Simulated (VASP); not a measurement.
# C (Pm-3m) in VASP: further runs

The runs below take C through single point, with revPBE.

Program: VASP 6.6.1. These are calculated values, not measurements. Logs are shortened: lines on timing, memory, paths and dates and some standing lists are left out, and cuts for length are marked.

**1. The cell of the first run**

Symmetry: Pm-3m, No. 221, cubic system. The conventional cell has a = 1.751 Å, b = 1.751 Å, c = 1.751 Å, α = 90.00°, β = 90.00°, γ = 90.00°. Within 2.3 Å of C (site symmetry m-3m) lie 6 C at 1.75 Å.

**2. Single point, revPBE (5.37 Å³/atom)**

INCAR

```
SYSTEM = C
PREC = Accurate
ENCUT = 600
EDIFF = 1E-6
ISMEAR = -1
SIGMA = 0.1
LREAL = .FALSE.
LASPH = .TRUE.
NELM = 120
ALGO = Normal
ISIF = 2
LWAVE = .FALSE.
LCHARG = .FALSE.
GGA = RE
NBANDS = 8
GGA_COMPAT = .FALSE.
```

KPOINTS

```
Automatic mesh
0
G
  20 20 20
  0 0 0
```

POSCAR

```
C
1.0
    1.7514956919      0.0000000000      0.0000000000
    0.0000000000      1.7514956919      0.0000000000
    0.0000000000      0.0000000000      1.7514956919
C
1
Direct
    0.0000000000      0.0000000000      0.0000000000
```

Potentials or basis: VASP PAW PBE potentials, release 64 (C).

Started as:

```
cat potpaw_PBE.64/C/POTCAR > POTCAR
mpirun -np 1 vasp_std > vasp.out
```

OUTCAR:

```text
SYSTEM = C
   PREC = Accurate
   ENCUT = 600
   EDIFF = 1E-6
   ISMEAR = -1
   LREAL = .FALSE.
   LASPH = .TRUE.
   NELM = 120
   ISIF = 2
   GGA = RE

 ion  position               nearest neighbor table
   1  0.000  0.000  0.000-

  LATTYP: Found a simple cubic cell.
 ALAT       =     1.7514956919

  Lattice vectors:

 A1 = (   1.7514956919,   0.0000000000,   0.0000000000)
 A2 = (   0.0000000000,   1.7514956919,   0.0000000000)
 A3 = (   0.0000000000,   0.0000000000,   1.7514956919)

Analysis of symmetry for initial positions (statically):
=====================================================================
 Subroutine PRICEL returns:
 Original cell was already a primitive cell.

 Routine SETGRP: Setting up the symmetry group for a
 simple cubic supercell.

 Subroutine GETGRP returns: Found 48 space group operations
 (whereof 48 operations were pure point group operations)
 out of a pool of 48 trial point group operations.

The static configuration has the point symmetry O_h .

Analysis of symmetry for dynamics (positions and initial velocities):
=====================================================================
 Subroutine PRICEL returns:
 Original cell was already a primitive cell.

 Routine SETGRP: Setting up the symmetry group for a
 simple cubic supercell.

 Subroutine GETGRP returns: Found 48 space group operations
 (whereof 48 operations were pure point group operations)
 out of a pool of 48 trial point group operations.

The dynamic configuration has the point symmetry O_h .

 Subroutine INISYM returns: Found 48 space group operations
 (whereof 48 operations are pure point group operations),
 and found     1 'primitive' translations

----------------------------------------------------------------------------------------

                                     Primitive cell

  volume of cell :       5.3731

  direct lattice vectors                    reciprocal lattice vectors
     1.751495692  0.000000000  0.000000000     0.570940599  0.000000000  0.000000000
     0.000000000  1.751495692  0.000000000     0.000000000  0.570940599  0.000000000
     0.000000000  0.000000000  1.751495692     0.000000000  0.000000000  0.570940599

  length of vectors
     1.751495692  1.751495692  1.751495692     0.570940599  0.570940599  0.570940599

  position of ions in fractional coordinates (direct lattice)
     0.000000000  0.000000000  0.000000000

  ion indices of the primitive-cell ions
   primitive index   ion index
                 1           1

----------------------------------------------------------------------------------------

 KPOINTS: Automatic mesh

Automatic generation of k-mesh.
 Grid dimensions read from file:
 generate k-points for:   20   20   20

 Generating k-lattice:

  Cartesian coordinates                     Fractional coordinates (reciprocal lattice)
     0.028547030  0.000000000  0.000000000     0.050000000  0.000000000  0.000000000
     0.000000000  0.028547030  0.000000000     0.000000000  0.050000000  0.000000000
     0.000000000  0.000000000  0.028547030     0.000000000  0.000000000  0.050000000

  Length of vectors
     0.028547030  0.028547030  0.028547030

  Shift w.r.t. Gamma in fractional coordinates (k-lattice)
     0.000000000  0.000000000  0.000000000

 Subroutine IBZKPT returns following result:
 ===========================================

 Found    286 irreducible k-points:

 Following reciprocal coordinates:
            Coordinates               Weight
  0.000000  0.000000  0.000000      1.000000
  0.050000  0.000000  0.000000      6.000000
  0.100000  0.000000  0.000000      6.000000
  0.150000  0.000000  0.000000      6.000000
  0.200000  0.000000  0.000000      6.000000
  0.250000  0.000000  0.000000      6.000000
[... 16 lines left out ...]
  0.150000  0.100000  0.000000     24.000000
  0.200000  0.100000  0.000000     24.000000
 [... further k-points ...]
   k-points           NKPTS =    286   k-points in BZ     NKDIM =    286   number of bands    NBANDS=      8
   number of dos      NEDOS =    301   number of ions     NIONS =      1
   total plane-waves  NPLWV =   2744
   dimension x,y,z NGX =    14 NGY =   14 NGZ =   14
   dimension x,y,z NGXF=    28 NGYF=   28 NGZF=   28
   ions per type =               1
   NGX,Y,Z   is equivalent  to a cutoff of  13.29, 13.29, 13.29 a.u.
   NGXF,Y,Z  is equivalent  to a cutoff of  26.58, 26.58, 26.58 a.u.
 SYSTEM =  C
   PREC   = accura    normal or accurate (medium, high low for compatibility)
   ISTART =      0    job   : 0-new  1-cont  2-samecut
   ICHARG =      2    charge: 1-file 2-atom 10-const
   ISPIN  =      1    spin polarized calculation?
   LNONCOLLINEAR =      F non collinear calculations
   LSORBIT =      F    spin-orbit coupling
   LASPH  =      T    aspherical Exc in radial PAW
   ENCUT  =  600.0 eV  44.10 Ry    6.64 a.u.   3.50  3.50  3.50*2*pi/ulx,y,z
   NELM   =    120;   NELMIN=  2; NELMDL= -5     # of ELM steps
   EDIFF  = 0.1E-05   stopping-criterion for ELM
   LREAL  =      F    real-space projection
   EDIFFG = 0.1E-04   stopping-criterion for IOM
   NSW    =      0    number of steps for IOM
   IBRION =     -1    ionic relax: 0-MD 1-quasi-New 2-CG
   NFREE  =      0    steps in history (QN), initial steepest desc. (CG)
   ISIF   =      2    stress and relaxation
   ISYM   =      2    0-nonsym 1-usesym 2-fastsym
   POTIM  = 0.5000    time-step for ionic-motion
   TEBEG  =    0.0;   TEEND  =   0.0 temperature during run
   PSTRESS=    0.0 pullay stress
   NELECT =       4.0000    total number of electrons
   NUPDOWN=      -1.0000    fix difference up-down
   EMIN   =  10.00;   EMAX   =-10.00  energy-range for DOS
   EFERMI =   0.00;   METHOD = LEGACY
   ISMEAR =    -1;   SIGMA  =   0.10  broadening in eV -4-tet -1-fermi 0-gaus
   EFERMI_NEDOS =   21; number of points for ismear=-14 and -15
   IALGO  =     38    algorithm
   IMIX   =      4    mixing-type and parameters
     AMIX     =   0.40;   BMIX     =  1.00
     AMIX_MAG =   1.60;   BMIX_MAG =  1.00
  volume/ion in A,a.u.               =       5.37        36.26
  Fermi-wavevector in a.u.,A,eV,Ry     =   1.483722  2.803827 29.952271  2.201430
  Thomas-Fermi vector in A             =   2.597348
   LORBIT       =      0    0 simple, 1 ext, 2 COOP (PROOUT), +10 PAW based schemes
   GGA     = RE    functional components
   LHFCALC =     F    Hartree Fock is set to
   AEXX    =    0.0000 exact exchange contribution
   IVDW    =     0    specifies the selected vdW correction
   LEPSILON=     F    determine dielectric tensor
   LRPA    =     F    only Hartree local field effects (RPA)
 non-spin polarized calculation
  energy-cutoff  :      600.00
  volume of cell :        5.37
 maximum number of plane-waves:       191
 NGX is ok and might be reduce to    14
   NGX =  7   NGY =  7   NGZ =  7

 number of electron       4.0000001 magnetization

 Free energy of the ion-electron system (eV)
  ---------------------------------------------------
  ext. energy  EPLUGINS =         0.00000000
  ---------------------------------------------------
  free energy    TOTEN  =        -6.06242280 eV

  energy without entropy =       -6.05095715  energy(sigma->0) =       -6.05668998

 E-fermi :  11.4710     XC(G=0): -13.9980

 val. band max:       11.4278391591   @ k =   0.4000   0.4000   0.0500
 cond. band min:      11.4717120694   @ k =   0.2500   0.2000   0.1000
 fundamental gap:      0.0438729102
 Fermi energy:        11.4710153253

 k-point     1 :       0.0000    0.0000    0.0000
  band No.  band energies     occupation
      1     -11.2152      2.00000
      2      21.2298      0.00000
      3      21.2298      0.00000
      4      21.2298      0.00000
      5      37.3421      0.00000
      6      37.3421      0.00000
      7      43.6088      0.00000
      8      68.8964      0.00000

 k-point     2 :       0.0500    0.0000    0.0000
  band No.  band energies     occupation
      1     -11.1146      2.00000
      2      20.4527      0.00000
      3      21.2988      0.00000
      4      21.2988      0.00000
      5      37.4551      0.00000
      6      38.1875      0.00000
      7      43.6009      0.00000
      8      68.2412      0.00000

 k-point     3 :       0.1000    0.0000    0.0000
  band No.  band energies     occupation
      1     -10.8130      2.00000
      2      18.5056      0.00000
      3      21.5024      0.00000
      4      21.5024      0.00000
      5      37.7932      0.00000
      6      40.2696      0.00000
      7      43.6275      0.00000
      8      66.4661      0.00000

 k-point     4 :       0.1500    0.0000    0.0000
  band No.  band energies     occupation
      1     -10.3108      2.00000
      2      15.9945      0.00000
      3      21.8301      0.00000
      4      21.8301      0.00000
      5      38.3526      0.00000
      6      42.3527      0.00000
      7      44.2527      0.00000
      8      64.0274      0.00000

 k-point     5 :       0.2000    0.0000    0.0000
  band No.  band energies     occupation
      1      -9.6086      2.00000
      2      13.2874      0.00000
      3      22.2632      0.00000
      4      22.2632      0.00000
      5      39.1265      0.00000
      6      42.7548      0.00000
      7      46.6751      0.00000
      8      61.3736      0.00000

 k-point     6 :       0.2500    0.0000    0.0000
  band No.  band energies     occupation
      1      -8.7075      2.00000
      2      10.5637      1.99977
      3      22.7731      0.00000
      4      22.7731      0.00000
      5      40.1015      0.00000
      6      42.6414      0.00000
      7      49.3722      0.00000
      8      58.7898      0.00000

 k-point     7 :       0.3000    0.0000    0.0000
  band No.  band energies     occupation
      1      -7.6087      2.00000
      2       7.9122      2.00000
      3      23.3198      0.00000
      4      23.3198      0.00000
      5      41.2534      0.00000
      6      42.4513      0.00000
      7      51.6398      0.00000
      8      56.4532      0.00000

 k-point     8 :       0.3500    0.0000    0.0000
  band No.  band energies     occupation
      1      -6.3146      2.00000
      2       5.3800      2.00000
      3      23.8503      0.00000
      4      23.8503      0.00000
      5      42.2565      0.00000
      6      42.5327      0.00000
      7      53.2779      0.00000
      8      54.4862      0.00000

 k-point     9 :       0.4000    0.0000    0.0000
  band No.  band energies     occupation
      1      -4.8266      2.00000
      2       2.9953      2.00000
      3      24.3013      0.00000
      4      24.3013      0.00000
      5      42.0948      0.00000
      6      43.8335      0.00000
      7      52.9901      0.00000
      8      52.9901      0.00000

 k-point    10 :       0.4500    0.0000    0.0000
  band No.  band energies     occupation
      1      -3.1497      2.00000
      2       0.7756      2.00000
      3      24.6070      0.00000
      4      24.6070      0.00000
      5      41.9876      0.00000
      6      44.9217      0.00000
      7      52.0504      0.00000
      8      52.0504      0.00000
[... 78 lines left out ...]
 k-point    18 :       0.3500    0.0500    0.0000
  band No.  band energies     occupation
      1      -6.2173      2.00000
      2       5.4606      2.00000
      3      23.3023      0.00000
      4      23.9121      0.00000
      5      41.7120      0.00000
      6      43.0432      0.00000
      7      53.0448      0.00000
      8      54.0831      0.00000

 k-point    19 :       0.4000    0.0500    0.0000
  band No.  band energies     occupation
      1      -4.7308      2.00000
      2       3.0812      2.00000
      3      23.7882      0.00000
      4      24.3615      0.00000
      5      41.3801      0.00000
      6      44.3239      0.00000
      7      52.1342      0.00000
      8      53.0992      0.00000

 k-point    20 :       0.4500    0.0500    0.0000
  band No.  band energies     occupation
      1      -3.0561      2.00000
      2       0.8656      2.00000
      3      24.1204      0.00000
      4      24.6661      0.00000
      5      41.1433      0.00000
      6      45.4359      0.00000
      7      51.0170      0.00000
      8      52.1635      0.00000

 k-point    21 :       0.5000    0.0500    0.0000
  band No.  band energies     occupation
      1      -1.3411      2.00000
      2      -1.0302      2.00000
      3      24.2390      0.00000
      4      24.7743      0.00000
      5      41.0573      0.00000
      6      45.9318      0.00000
      7      50.5489      0.00000
      8      51.8438      0.00000

 k-point    22 :       0.1000    0.1000    0.0000
  band No.  band energies     occupation
      1     -10.4116      2.00000
      2      18.0302      0.00000
      3      19.6781      0.00000
      4      21.7726      0.00000
      5      39.4874      0.00000
      6      41.8797      0.00000
      7      43.3861      0.00000
      8      63.9584      0.00000

 k-point    23 :       0.1500    0.1000    0.0000
  band No.  band energies     occupation
      1      -9.9105      2.00000
      2      16.0281      0.00000
      3      19.6089      0.00000
      4      22.0972      0.00000
      5      40.3025      0.00000
      6      42.8990      0.00000
      7      44.4534      0.00000
      8      61.6579      0.00000

 k-point    24 :       0.2000    0.1000    0.0000
  band No.  band energies     occupation
      1      -9.2099      2.00000
      2      13.4610      0.00000
      3      20.0164      0.00000
      4      22.5260      0.00000
      5      41.0936      0.00000
      6      42.4341      0.00000
      7      47.2082      0.00000
      8      59.2792      0.00000

 [... further k-points ...]

------------------------ aborting loop because EDIFF is reached ----------------------------------------

  FORCE on cell =-STRESS in cart. coord.  units (eV):
  Direction    XX          YY          ZZ          XY          YZ          ZX
  --------------------------------------------------------------------------------------
  -------------------------------------------------------------------------------------
  Total        0.6105359      0.6105359      0.6105359      0.0000000     -0.0000000     -0.0000000
  in kB      182.0516426    182.0516426    182.0516426      0.0000000     -0.0000000     -0.0000000
  external PRESSURE =     182.0516426 kB  Pullay stress =       0.0000000 kB

 VOLUME and BASIS-vectors are now :
 -----------------------------------------------------------------------------
  energy-cutoff  :      600.00
  volume of cell :        5.37
      direct lattice vectors                 reciprocal lattice vectors
     1.751495692  0.000000000  0.000000000     0.570940599  0.000000000  0.000000000
     0.000000000  1.751495692  0.000000000     0.000000000  0.570940599  0.000000000
     0.000000000  0.000000000  1.751495692     0.000000000  0.000000000  0.570940599

 POSITION                                       TOTAL-FORCE (eV/Angst)
 -----------------------------------------------------------------------------------
      0.00000      0.00000      0.00000         0.000000      0.000000      0.000000
 -----------------------------------------------------------------------------------
    total drift:                               -0.000000     -0.000000     -0.000000

  FREE ENERGIE OF THE ION-ELECTRON SYSTEM (eV)
  ---------------------------------------------------
  free  energy   TOTEN  =        -6.0624228038 eV

  energy  without entropy=       -6.0509571506  energy(sigma->0) =       -6.05668998
```

It took 5.3 s on 1 thread of Intel Xeon Platinum 8259CL at 2.50GHz (Skylake/Cascade Lake), shared host; peak memory 0.11 GiB.

Results:

```yaml
Free_energy: -6.0624 eV
Pressure: 18.2 GPa
Band_gap_on_the_k_mesh: zero (bands 2 and 3 overlap by 12.34 eV)
```

Caveat: the cell stands under pressure; the PAW data sets were made with another functional, which shifts forces and pressure a little.

[end of part 1 of 2]
